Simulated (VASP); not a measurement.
# TiPdC6N6: single point with PBE

The system is TiPdC6N6.

```
Ti Pd C N
1.0
     0.00000    5.31195    5.31195
     5.31195    0.00000    5.31195
     5.31195    5.31195    0.00000
Ti Pd C N
1 1 6 6
Direct
  0.50000 0.50000 0.50000
  0.00000 0.00000 0.00000
  0.80934 0.19066 0.19066
  0.19066 0.80934 0.19066
  0.19066 0.19066 0.80934
  0.19066 0.80934 0.80934
  0.80934 0.19066 0.80934
  0.80934 0.80934 0.19066
  0.69970 0.30030 0.30030
  0.30030 0.69970 0.30030
  0.30030 0.30030 0.69970
  0.30030 0.69970 0.69970
  0.69970 0.30030 0.69970
  0.69970 0.69970 0.30030
```

```json
{"Program": "VASP 6.6.1", "Task": "single point", "Functional": "PBE", "Potentials or basis": "VASP PAW PBE potentials, release 64 (Ti_sv, Pd, C, N)", "Cutoff": "520 eV", "k mesh": "4 × 4 × 4", "Occupations": "gaussian, width 0.1 eV", "Spin": "collinear spin", "Starting moments": "[1.0, 0.0, 0.0, 0.0, 0.0, 0.0, 0.0, 0.0, 0.0, 0.0, 0.0, 0.0, 0.0, 0.0] μB", "Dipole correction": "no", "Further INCAR settings": "ALGO = Normal; EDIFF = 1e-06; NBANDS = 55"}
```

```
Pressure                                              : 0.5 GPa
Largest force                                         : 0.424 eV/Å
Band gap on the k mesh                                : zero (filled and empty bands overlap)
Net moment                                            : 2.00 μB per cell
Site moments                                          : Ti +1.14; Pd +0.11; C +0.06; N -0.03 μB
Valence electrons inside the program's atomic spheres : Ti 10.15; Pd 10.07; C 2.59; N 3.89
```

Forces on the atoms (eV/Å):
```
Ti   0.000  0.000  0.000
Pd   0.000  0.000  0.000
C   -0.424  0.000  0.000
C    0.000 -0.424  0.000
C    0.000  0.000 -0.424
C    0.424  0.000  0.000
C    0.000  0.424  0.000
C    0.000  0.000  0.424
N    0.400  0.000  0.000
N    0.000  0.400  0.000
N    0.000  0.000  0.400
N   -0.400  0.000  0.000
N    0.000 -0.400  0.000
N    0.000  0.000 -0.400
```

Levels at points of the mesh, in eV from the Fermi level:
Spin up:
| k point | band 37 | band 38 | band 39 | band 40 | band 41 | band 42 |
| --- | --- | --- | --- | --- | --- | --- |
| (0.00, 0.00, 0.00) | -4.64 | -0.11 | -0.11 | -0.11 | 0.02 | 0.02 |
| (0.50, 0.00, 0.00) | -4.69 | -0.11 | -0.05 | -0.05 | 0.16 | 0.16 |
| (0.50, 0.50, 0.00) | -4.47 | -0.11 | 0.03 | 0.04 | 0.19 | 0.19 |
Spin down:
```csv
k point,band 34,band 35,band 36,band 37,band 38,band 39,band 40,band 41
"(0.00, 0.00, 0.00)",-5.03,-4.60,-4.60,-4.60,0.22,0.22,0.81,0.81
"(0.50, 0.00, 0.00)",-4.67,-4.67,-4.62,-4.62,0.35,0.35,0.82,0.94
"(0.50, 0.50, 0.00)",-4.60,-4.47,-4.43,-4.43,0.24,0.24,0.82,1.31
```

Wall time 15 min on 1 thread of AMD EPYC 7R13, with other jobs on the host, peak memory 0.66 GiB.
